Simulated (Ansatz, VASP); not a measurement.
**Cd3Se2S in VASP and in Ansatz**

```
Cd Se S
1.0
     4.32975    0.00000    0.00000
    -2.16488    3.74968    0.00000
     0.00000    0.00000   21.17694
Cd Se S
6 4 2
Direct
  0.66667 0.33333 0.17360
  0.66667 0.33333 0.50232
  0.66667 0.33333 0.83100
  0.33333 0.66667 0.33096
  0.33333 0.66667 0.65975
  0.33333 0.66667 0.00221
  0.66667 0.33333 0.95822
  0.33333 0.66667 0.12942
  0.33333 0.66667 0.45828
  0.33333 0.66667 0.78707
  0.66667 0.33333 0.29509
  0.66667 0.33333 0.62381
```

Alike in both runs: functional PBE; k mesh 6 × 6 × 1; occupations gaussian, width 0.1 eV; no spin polarisation.

Ansatz relaxed the structure, and its values are those at the end. VASP's run is a single point on that final structure, the one shown.

|  | VASP | Ansatz |
| --- | --- | --- |
| version | VASP 6.6.1 | Ansatz 0.2.0 |
| potentials or method | VASP PAW PBE potentials, release 64 (Cd, Se, S), cutoff 500 eV | scalar-relativistic, plane waves, PAW |
| valence electrons in the cell | 108 | 196 |

```csv
,VASP,Ansatz,Ansatz less VASP
gap on the k mesh at the Fermi level (eV),0.59,0.59,+0.002
least direct gap on the mesh (eV),0.59,0.59,+0.002
pressure (GPa),0.0,-0.3,-0.26
rms of the force components (eV/Å),0.012,0.010,-0.0020
```

The functional is the same, so the differences come from potentials, cutoffs and numerics. VASP's potentials hold 108 valence electrons a cell and Ansatz's 196, so a difference there can come from the potentials and not from the codes.
